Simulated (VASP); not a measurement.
# Al (I4/mmm) in VASP: notebook, part 2 of 2

VASP 6.6.1. Earlier steps stand in the parts before.

## Step 4: Single point, PBEsol

This run uses another cell than the first one, of the same volume but with other edges.

File INCAR:

```
PREC = Accurate
ENCUT = 520
EDIFF = 1E-6
ISMEAR = 0
SIGMA = 0.15
LREAL = False
LASPH = True
NELM = 60
ALGO = Fast
ISIF = 2
LWAVE = False
LCHARG = False
GGA = PS
NBANDS = 8
```

File KPOINTS:

```
regular mesh
0
Gamma
  22 22 22
```

File POSCAR:

```
Al
1.0
    0.0000000000      1.9046381017      2.2855657221
    1.9046381017      0.0000000000      2.2855657221
    1.9046381017      1.9046381017      0.0000000000
Al
1
Direct
    0.0000000000      0.0000000000      0.0000000000
```

Potentials or basis: VASP PAW PBE potentials, release 64 (Al).

On the command line:

```console
> cat potpaw_PBE.64/Al/POTCAR > POTCAR
> mpirun -np 1 vasp_std > vasp.out
```

OUTCAR:

```text
PREC = Accurate
   ENCUT = 520
   EDIFF = 1E-6
   ISMEAR = 0
   LREAL = False
   LASPH = True
   NELM = 60
   ISIF = 2
   GGA = PS

 ion  position               nearest neighbor table
   1  0.000  0.000  0.000-

  LATTYP: Found a body centered tetragonal cell.
 ALAT       =     2.6935650348
 C/A-ratio  =     1.6970562749

  Lattice vectors:

 A1 = (  -1.9046381017,   0.0000000000,   2.2855657221)
 A2 = (   1.9046381017,   0.0000000000,   2.2855657221)
 A3 = (   0.0000000000,   1.9046381017,  -2.2855657221)

Analysis of symmetry for initial positions (statically):
=====================================================================
 Subroutine PRICEL returns:
 Original cell was already a primitive cell.

 Routine SETGRP: Setting up the symmetry group for a
 body centered tetragonal supercell.

 Subroutine GETGRP returns: Found 16 space group operations
 (whereof 16 operations were pure point group operations)
 out of a pool of 16 trial point group operations.

The static configuration has the point symmetry D_4h.

Analysis of symmetry for dynamics (positions and initial velocities):
=====================================================================
 Subroutine PRICEL returns:
 Original cell was already a primitive cell.

 Routine SETGRP: Setting up the symmetry group for a
 body centered tetragonal supercell.

 Subroutine GETGRP returns: Found 16 space group operations
 (whereof 16 operations were pure point group operations)
 out of a pool of 16 trial point group operations.

The dynamic configuration has the point symmetry D_4h.

 Subroutine INISYM returns: Found 16 space group operations
 (whereof 16 operations are pure point group operations),
 and found     1 'primitive' translations

[... 113 lines left out ...]
  volume/ion in A,a.u.               =      16.58       111.90
  Fermi-wavevector in a.u.,A,eV,Ry     =   0.925903  1.749704 11.664236  0.857297
  Thomas-Fermi vector in A             =   2.051808
   LORBIT       =      0    0 simple, 1 ext, 2 COOP (PROOUT), +10 PAW based schemes
   GGA     = PS    functional components
   LHFCALC =     F    Hartree Fock is set to
   AEXX    =    0.0000 exact exchange contribution
   IVDW    =     0    specifies the selected vdW correction
   LEPSILON=     F    determine dielectric tensor
   LRPA    =     F    only Hartree local field effects (RPA)
 non-spin polarized calculation
 RMM-DIIS sequential band-by-band and
 Gauss-broadening in eV      SIGMA  =   0.15
  energy-cutoff  :      520.00
  volume of cell :       16.58
 maximum number of plane-waves:       465
 NGX is ok and might be reduce to    24

 number of electron       3.0000000 magnetization

 Free energy of the ion-electron system (eV)
  ---------------------------------------------------
  ext. energy  EPLUGINS =         0.00000000
  ---------------------------------------------------
  free energy    TOTEN  =        -4.02322918 eV

  energy without entropy =       -4.01834734  energy(sigma->0) =       -4.02078826

 E-fermi :   7.8386     XC(G=0): -10.2354

 val. band max:        7.8301929037   @ k =  -0.2273   0.5000   0.2727
 cond. band min:       7.8419344587   @ k =  -0.2727   0.2273   0.5000
 fundamental gap:      0.0117415550
 Fermi energy:         7.8385820765

 k-point     1 :       0.0000    0.0000    0.0000
  band No.  band energies     occupation
      1      -3.1985      2.00000
      2      19.4440      0.00000
      3      21.5703      0.00000
      4      21.5703      0.00000
      5      21.6832      0.00000
      6      22.0051      0.00000
      7      22.0051      0.00000
      8      22.2139      0.00000
[... 243 lines left out ...]
 k-point    24 :      -0.4545    0.0455    0.0000
  band No.  band energies     occupation
      1       2.9396      2.00000
      2       4.2053      2.00000
      3      14.8892      0.00000
      4      18.1394      0.00000
      5      21.1068      0.00000
      6      22.2138      0.00000
      7      23.8824      0.00000
      8      24.8939      0.00000

 [... further k-points ...]

------------------------ aborting loop because EDIFF is reached ----------------------------------------

  FORCE on cell =-STRESS in cart. coord.  units (eV):
  Direction    XX          YY          ZZ          XY          YZ          ZX
  --------------------------------------------------------------------------------------
  -------------------------------------------------------------------------------------
  Total        0.4976368      0.4976368     -0.7642021      0.0000000     -0.0000000     -0.0000000
  in kB       48.0811004     48.0811004    -73.8363433      0.0000000     -0.0000000     -0.0000000
  external PRESSURE =       7.4419525 kB  Pullay stress =       0.0000000 kB

 VOLUME and BASIS-vectors are now :
 -----------------------------------------------------------------------------
  energy-cutoff  :      520.00
  volume of cell :       16.58
      direct lattice vectors                 reciprocal lattice vectors
     0.000000000  1.904638102  2.285565722    -0.262517063  0.262517063  0.218764219
     1.904638102  0.000000000  2.285565722     0.262517063 -0.262517063  0.218764219
     1.904638102  1.904638102  0.000000000     0.262517063  0.262517063 -0.218764219

 POSITION                                       TOTAL-FORCE (eV/Angst)
 -----------------------------------------------------------------------------------
      0.00000      0.00000      0.00000         0.000000     -0.000000      0.000000
 -----------------------------------------------------------------------------------
    total drift:                                0.000000      0.000000     -0.000000

  FREE ENERGIE OF THE ION-ELECTRON SYSTEM (eV)
  ---------------------------------------------------
  free  energy   TOTEN  =        -4.0232291834 eV

  energy  without entropy=       -4.0183473364  energy(sigma->0) =       -4.02078826
```

It took 42 s on 1 thread of Intel Xeon 6975P-C, shared host; peak memory 0.21 GiB.

Results:

```yaml
Free_energy: -4.0232 eV
Pressure: 0.7 GPa
```

Caveat: the PAW data sets were made with another functional, which shifts forces and pressure a little.

## Step 5: Single point, PBEsol

This run uses another cell than the first one, of the same volume but with other edges.

File INCAR:

```
SYSTEM = Al
ALGO = Normal
EDIFF = 1E-6
ENCUT = 520
GGA = PS
ISIF = 2
ISMEAR = 0
LASPH = .True.
LCHARG = .True.
LELF = .True.
LREAL = .False.
LVHAR = .True.
LWAVE = .False.
NBANDS = 8
NELM = 100
PREC = Accurate
SIGMA = 0.15
```

File KPOINTS:

```
k-points
0
Gamma
  22 22 22
  0 0 0
```

File POSCAR:

```
Al
1.0
    0.0000000000      2.1987440765      1.7150203797
    2.1987440765      0.0000000000      1.7150203797
    2.1987440765      2.1987440765      0.0000000000
Al
1
Direct
    0.0000000000      0.0000000000      0.0000000000
```

Potentials or basis: VASP PAW PBE potentials, release 64 (Al).

On the command line:

```console
> cat potpaw_PBE.64/Al/POTCAR > POTCAR
> mpirun -np 1 vasp_std > vasp.out
```

OUTCAR:

```text
SYSTEM = Al
   EDIFF = 1E-6
   ENCUT = 520
   GGA = PS
   ISIF = 2
   ISMEAR = 0
   LASPH = .True.
   LREAL = .False.
   NELM = 100
   PREC = Accurate

 ion  position               nearest neighbor table
   1  0.000  0.000  0.000-

  LATTYP: Found a body centered tetragonal cell.
 ALAT       =     3.1094936932
 C/A-ratio  =     1.1030865787

  Lattice vectors:

 A1 = (   0.0000000000,  -2.1987440765,  -1.7150203797)
[... 442 lines left out ...]
      5      18.1354      0.00000
      6      20.1389      0.00000
      7      24.6244      0.00000
      8      29.6843      0.00000

 [... further k-points ...]

------------------------ aborting loop because EDIFF is reached ----------------------------------------

  FORCE on cell =-STRESS in cart. coord.  units (eV):
  Direction    XX          YY          ZZ          XY          YZ          ZX
  --------------------------------------------------------------------------------------
  -------------------------------------------------------------------------------------
  Total       -0.1697567     -0.1697567      0.2887705      0.0000000      0.0000000      0.0000000
  in kB      -16.4017018    -16.4017018     27.9006750      0.0000000      0.0000000      0.0000000
  external PRESSURE =      -1.6342429 kB  Pullay stress =       0.0000000 kB

 VOLUME and BASIS-vectors are now :
 -----------------------------------------------------------------------------
  energy-cutoff  :      520.00
  volume of cell :       16.58
      direct lattice vectors                 reciprocal lattice vectors
     0.000000000  2.198744077  1.715020380    -0.227402546  0.227402546  0.291541725
     2.198744077  0.000000000  1.715020380     0.227402546 -0.227402546  0.291541725
     2.198744077  2.198744077  0.000000000     0.227402546  0.227402546 -0.291541725

 POSITION                                       TOTAL-FORCE (eV/Angst)
 -----------------------------------------------------------------------------------
      0.00000      0.00000      0.00000        -0.000000      0.000000     -0.000000
 -----------------------------------------------------------------------------------
    total drift:                               -0.000000     -0.000000      0.000000

  FREE ENERGIE OF THE ION-ELECTRON SYSTEM (eV)
  ---------------------------------------------------
  free  energy   TOTEN  =        -4.0098808739 eV

  energy  without entropy=       -4.0051726349  energy(sigma->0) =       -4.00752675
```

OSZICAR:

```text
N       E                     dE             d eps       ncg     rms          rms(c)
DAV:   1    -0.264368069588E+01   -0.26437E+01   -0.88030E+02 13376   0.206E+02
DAV:   2    -0.403217239965E+01   -0.13885E+01   -0.13462E+01 18808   0.186E+01
DAV:   3    -0.403884612981E+01   -0.66737E-02   -0.66691E-02 16608   0.144E+00
DAV:   4    -0.403886377233E+01   -0.17643E-04   -0.17643E-04 20064   0.666E-02
DAV:   5    -0.403886382078E+01   -0.48448E-07   -0.47193E-07 16688   0.218E-03    0.134E+00
DAV:   6    -0.402138335685E+01    0.17480E-01   -0.26768E-03 15664   0.207E-01    0.757E-01
DAV:   7    -0.400989805656E+01    0.11485E-01   -0.71120E-03 15888   0.326E-01    0.161E-01
DAV:   8    -0.400988154401E+01    0.16513E-04   -0.28326E-05 18328   0.363E-02    0.851E-03
DAV:   9    -0.400988087388E+01    0.67012E-06   -0.36624E-07 17400   0.282E-03
   1 F= -.40098809E+01 E0= -.40075268E+01  d E =-.470824E-02
```

Run time: 39 s. Hardware: 1 thread of Intel Xeon 6975P-C, shared host; peak memory 0.21 GiB.

Results:

```yaml
Free_energy: -4.0099 eV
Pressure: -0.2 GPa
```

Caveat: the PAW data sets were made with another functional, which shifts forces and pressure a little.

## Step 6: Overview

| cell | gap on the mesh (eV) | pressure (GPa) |
| --- | --- | --- |
| a = 3.123, b = 3.123, c = 2.550 Å, angles 65.9, 65.9, 48.2°, 1 atom | none | 7.5 |
| a = 2.804, b = 2.804, c = 3.022 Å, angles 57.4, 57.4, 65.2°, 1 atom | none | -0.7 |
| a = 2.975, b = 2.975, c = 2.694 Å, angles 63.1, 63.1, 53.8°, 1 atom | none | 0.7 |
| a = 2.789, b = 2.789, c = 3.109 Å, angles 56.1, 56.1, 67.8°, 1 atom | none | -0.2 |

Alike in all rows: task single point; level PBEsol; potentials or basis VASP PAW PBE potentials, release 64 (Al); no spin polarisation; k mesh 22 × 22 × 22; cutoff (eV) 520; smearing gaussian 0.15 eV.

Caveats: the PAW data sets were made with another functional, which shifts forces and pressure a little.

Absolute energies hang on the potentials; compare differences alone.
